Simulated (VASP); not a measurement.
# GeBi3 (I4mm) in VASP: single point with PBEsol

Aim: the single point of GeBi3 with PBEsol.

Program: VASP 6.6.1. These are calculated values, not measurements. Logs are shortened: lines on timing, memory, paths and dates and some standing lists are left out, and cuts for length are marked.

### 1 The cell of the first run

Symmetry: I4mm, No. 107, tetragonal system. The conventional cell has a = 5.469 Å, b = 5.469 Å, c = 7.734 Å, α = 90.00°, β = 90.00°, γ = 90.00°. Within 4.4 Å of Ge (site symmetry 4mm) lie 14 Bi at 3.35 to 3.88 Å. Bi (site symmetry 2mm) has 10 Bi at 3.34 to 3.87 Å and 4 Ge at 3.35 Å within 4.4 Å. Within 4.4 Å of Bi (site symmetry 4mm) lie 8 Bi at 3.34 to 3.35 Å and 6 Ge at 3.86 to 3.88 Å.

### 2 Single point, PBEsol

INCAR reads:

```
SYSTEM = GeBi3
ALGO     = Normal         ! electronic algorithm
EDIFF    = 1E-7           ! SCF threshold, eV
ENCUT    = 520            ! plane-wave cutoff, eV
GGA      = PS             ! functional
ISIF     = 2              ! what is computed and relaxed
ISMEAR   = -1             ! smearing method
LASPH    = .TRUE.         ! aspherical terms in the spheres
LCHARG   = .TRUE.         ! write CHGCAR
LELF     = .TRUE.         ! ELF
LREAL    = .FALSE.        ! projectors in reciprocal space
LVHAR    = .TRUE.       
LWAVE    = .FALSE.        ! write WAVECAR
NBANDS   = 38             ! bands
NELM     = 100            ! most SCF steps
PREC     = Accurate       ! precision mode
SIGMA    = 0.15           ! smearing width, eV
```

KPOINTS reads:

```
k-points
0
G
  5 5 5
  0 0 0
```

POSCAR reads:

```
GeBi3
1.0
    0.0000000000      3.8668210000      3.8668210000
    3.8668210000      0.0000000000      3.8668210000
    3.8668210000      3.8668210000      0.0000000000
Ge Bi
1 3
Direct
    0.0000000000      0.0000000000      0.0000000000
    0.2500000000      0.2500000000      0.2500000000
    0.7500000000      0.7500000000      0.7500000000
    0.5012930518      0.4987069482      0.5012930518
```

Potentials or basis: VASP PAW PBE potentials, release 64 (Ge_d, Bi_d).

Command:

```sh
$ cat potpaw_PBE.64/Ge_d/POTCAR potpaw_PBE.64/Bi_d/POTCAR > POTCAR
$ mpirun -np 1 vasp_std > vasp.out
```

OUTCAR:

```text
SYSTEM = GeBi3
   EDIFF = 1E-7
   ENCUT = 520
   GGA = PS
   ISIF = 2
   ISMEAR = -1
   LASPH = .TRUE.
   LREAL = .FALSE.
   NELM = 100
   PREC = Accurate

 ion  position               nearest neighbor table
   1  0.000  0.000  0.000-   3 3.35   3 3.35   3 3.35   2 3.35   3 3.35   2 3.35   2 3.35   2 3.35

   2  0.250  0.250  0.250-   4 3.34   4 3.34   1 3.35   1 3.35   1 3.35   1 3.35   4 3.35   4 3.35
                             3 3.87   3 3.87   3 3.87   3 3.87   3 3.87   3 3.87
   3  0.750  0.750  0.750-   4 3.34   4 3.34   1 3.35   1 3.35   1 3.35   1 3.35   4 3.35   4 3.35
                             2 3.87   2 3.87   2 3.87   2 3.87   2 3.87   2 3.87
   4  0.501  0.499  0.501-   2 3.34   2 3.34   3 3.34   3 3.34   2 3.35   3 3.35   2 3.35   3 3.35

  LATTYP: Found a face centered cubic cell.
 ALAT       =     7.7336420000

  Lattice vectors:

 A1 = (   0.0000000000,   3.8668210000,   3.8668210000)
 A2 = (   3.8668210000,   0.0000000000,   3.8668210000)
 A3 = (   3.8668210000,   3.8668210000,   0.0000000000)

Analysis of symmetry for initial positions (statically):
=====================================================================
 Subroutine PRICEL returns:
 Original cell was already a primitive cell.

 Routine SETGRP: Setting up the symmetry group for a
 face centered cubic supercell.

 Subroutine GETGRP returns: Found  8 space group operations
 (whereof  8 operations were pure point group operations)
 out of a pool of 48 trial point group operations.

The static configuration has the point symmetry C_4v.

Analysis of symmetry for dynamics (positions and initial velocities):
=====================================================================
 Subroutine PRICEL returns:
 Original cell was already a primitive cell.

 Routine SETGRP: Setting up the symmetry group for a
 face centered cubic supercell.

 Subroutine GETGRP returns: Found  8 space group operations
 (whereof  8 operations were pure point group operations)
 out of a pool of 48 trial point group operations.

The dynamic configuration has the point symmetry C_4v.

 Subroutine INISYM returns: Found  8 space group operations
 (whereof  8 operations are pure point group operations),
 and found     1 'primitive' translations

----------------------------------------------------------------------------------------

[... 87 lines left out ...]
   ENCUT  =  520.0 eV  38.22 Ry    6.18 a.u.  10.17 10.17 10.17*2*pi/ulx,y,z
   NELM   =    100;   NELMIN=  2; NELMDL= -5     # of ELM steps
   EDIFF  = 0.1E-06   stopping-criterion for ELM
   LREAL  =      F    real-space projection
   EDIFFG = 0.1E-05   stopping-criterion for IOM
   NSW    =      0    number of steps for IOM
   IBRION =     -1    ionic relax: 0-MD 1-quasi-New 2-CG
   NFREE  =      0    steps in history (QN), initial steepest desc. (CG)
   ISIF   =      2    stress and relaxation
   ISYM   =      2    0-nonsym 1-usesym 2-fastsym
   POTIM  = 0.5000    time-step for ionic-motion
   TEBEG  =    0.0;   TEEND  =   0.0 temperature during run
   PSTRESS=    0.0 pullay stress
   NELECT =      59.0000    total number of electrons
   NUPDOWN=      -1.0000    fix difference up-down
   EMIN   =  10.00;   EMAX   =-10.00  energy-range for DOS
   EFERMI =   0.00;   METHOD = LEGACY
   ISMEAR =    -1;   SIGMA  =   0.15  broadening in eV -4-tet -1-fermi 0-gaus
   EFERMI_NEDOS =   21; number of points for ismear=-14 and -15
   IALGO  =     38    algorithm
   IMIX   =      4    mixing-type and parameters
     AMIX     =   0.40;   BMIX     =  1.00
     AMIX_MAG =   1.60;   BMIX_MAG =  1.00
  volume/ion in A,a.u.               =      28.91       195.09
  Fermi-wavevector in a.u.,A,eV,Ry     =   1.308162  2.472067 23.283474  1.711287
  Thomas-Fermi vector in A             =   2.438847
   LORBIT       =      0    0 simple, 1 ext, 2 COOP (PROOUT), +10 PAW based schemes
   GGA     = PS    functional components
   LHFCALC =     F    Hartree Fock is set to
   AEXX    =    0.0000 exact exchange contribution
   IVDW    =     0    specifies the selected vdW correction
   LEPSILON=     F    determine dielectric tensor
   LRPA    =     F    only Hartree local field effects (RPA)
 non-spin polarized calculation
  energy-cutoff  :      520.00
  volume of cell :      115.64
 maximum number of plane-waves:      3126
 NGX is ok and might be reduce to    42
   NGX = 21   NGY = 21   NGZ = 21

 number of electron      58.9999996 magnetization

 Free energy of the ion-electron system (eV)
  ---------------------------------------------------
  ext. energy  EPLUGINS =         0.00000000
  ---------------------------------------------------
  free energy    TOTEN  =       -17.17327036 eV

  energy without entropy =      -16.98826932  energy(sigma->0) =      -17.08076984

 E-fermi :   7.4658     XC(G=0): -10.4763

 val. band max:        7.4303691260   @ k =   0.4000   0.0000   0.0000
 cond. band min:       7.5108220139   @ k =   0.4000   0.4000   0.0000
 fundamental gap:      0.0804528879
 Fermi energy:         7.4658046429

 k-point     1 :       0.0000    0.0000    0.0000
  band No.  band energies     occupation
      1     -17.4657      2.00000
      2     -17.4657      2.00000
      3     -17.4657      2.00000
      4     -17.4631      2.00000
      5     -17.4631      2.00000
      6     -15.7493      2.00000
[... 727 lines left out ...]
     37      14.1099      0.00000
     38      14.6634      0.00000

------------------------ aborting loop because EDIFF is reached ----------------------------------------

  FORCE on cell =-STRESS in cart. coord.  units (eV):
  Direction    XX          YY          ZZ          XY          YZ          ZX
  --------------------------------------------------------------------------------------
  -------------------------------------------------------------------------------------
  Total       -2.2256168     -2.2260463     -2.2256168      0.0000000      0.0000000     -0.0000000
  in kB      -30.8367625    -30.8427132    -30.8367625      0.0000000      0.0000000     -0.0000000
  external PRESSURE =     -30.8387461 kB  Pullay stress =       0.0000000 kB

 VOLUME and BASIS-vectors are now :
 -----------------------------------------------------------------------------
  energy-cutoff  :      520.00
  volume of cell :      115.64
      direct lattice vectors                 reciprocal lattice vectors
     0.000000000  3.866821000  3.866821000    -0.129305184  0.129305184  0.129305184
     3.866821000  0.000000000  3.866821000     0.129305184 -0.129305184  0.129305184
     3.866821000  3.866821000  0.000000000     0.129305184  0.129305184 -0.129305184

 POSITION                                       TOTAL-FORCE (eV/Angst)
 -----------------------------------------------------------------------------------
      0.00000      0.00000      0.00000         0.000000      0.015303      0.000000
      1.93341      1.93341      1.93341         0.000000      0.007400      0.000000
      5.80023      5.80023      5.80023        -0.000000      0.007400     -0.000000
      3.86682      3.87682      3.86682         0.000000     -0.030103      0.000000
 -----------------------------------------------------------------------------------
    total drift:                               -0.000000     -0.000272     -0.000000

  FREE ENERGIE OF THE ION-ELECTRON SYSTEM (eV)
  ---------------------------------------------------
  free  energy   TOTEN  =       -17.1732703579 eV

  energy  without entropy=      -16.9882693246  energy(sigma->0) =      -17.08076984
```

OSZICAR:

```text
N       E                     dE             d eps       ncg     rms          rms(c)
DAV:   1     0.688807950390E+03    0.68881E+03   -0.30216E+04  1540   0.265E+03
DAV:   2     0.928881449215E+02   -0.59592E+03   -0.58266E+03  1368   0.740E+02
DAV:   3    -0.104220236027E+02   -0.10331E+03   -0.10158E+03  1576   0.235E+02
DAV:   4    -0.169868587542E+02   -0.65648E+01   -0.65509E+01  1496   0.651E+01
DAV:   5    -0.172293462853E+02   -0.24249E+00   -0.24246E+00  1736   0.121E+01    0.123E+00
DAV:   6    -0.171810223336E+02    0.48324E-01   -0.18144E-01  1806   0.307E+00    0.635E-01
DAV:   7    -0.171740428421E+02    0.69795E-02   -0.41342E-02  1608   0.156E+00    0.271E-01
DAV:   8    -0.171733078578E+02    0.73498E-03   -0.28848E-03  1796   0.377E-01    0.760E-02
DAV:   9    -0.171732721556E+02    0.35702E-04   -0.33670E-04  1508   0.168E-01    0.217E-02
DAV:  10    -0.171732707708E+02    0.13848E-05   -0.55563E-05  1658   0.784E-02    0.824E-03
DAV:  11    -0.171732707995E+02   -0.28736E-07   -0.51885E-06  1846   0.187E-02    0.333E-03
DAV:  12    -0.171732703155E+02    0.48404E-06   -0.39652E-07  1368   0.504E-03    0.451E-04
DAV:  13    -0.171732703579E+02   -0.42477E-07   -0.65402E-08   846   0.219E-03
   1 F= -.17173270E+02 E0= -.17080770E+02  d E =-.185001E+00
```

stdout:

```text
POSCAR found type information on POSCAR GeBi
 POSCAR found :  2 types and       4 ions
 scaLAPACK will be used
 -----------------------------------------------------------------------------
|                                                                             |
|                                                                             |
|     You enforced a specific xc type in the INCAR file but a different       |
|     I HOPE YOU KNOW WHAT YOU ARE DOING!                                     |
|                                                                             |
 -----------------------------------------------------------------------------

 LDA part: xc-table for (Slater+PW92), standard interpolation
 POSCAR, INCAR and KPOINTS ok, starting setup
 FFT: planning ... GRIDC
 FFT: planning ... GRID_SOFT
 FFT: planning ... GRID
 WAVECAR not read
 entering main loop
```

Run time: 58 s. Hardware: 1 thread of Intel Xeon Platinum 8488C (Sapphire Rapids), shared host; peak memory 0.28 GiB.

What came out:

```
Free energy   : -17.1733 eV
Pressure      : -3.1 GPa
Largest force : 0.030 eV/Å
```

Forces on the atoms (eV/Å):
```
Ge   0.000  0.015  0.000
Bi   0.000  0.007  0.000
Bi   0.000  0.007  0.000
Bi   0.000 -0.030  0.000
```

Caveat: the PAW data sets were made with another functional, which shifts forces and pressure a little; spin-orbit coupling is left out, which moves the levels of the heavy elements.
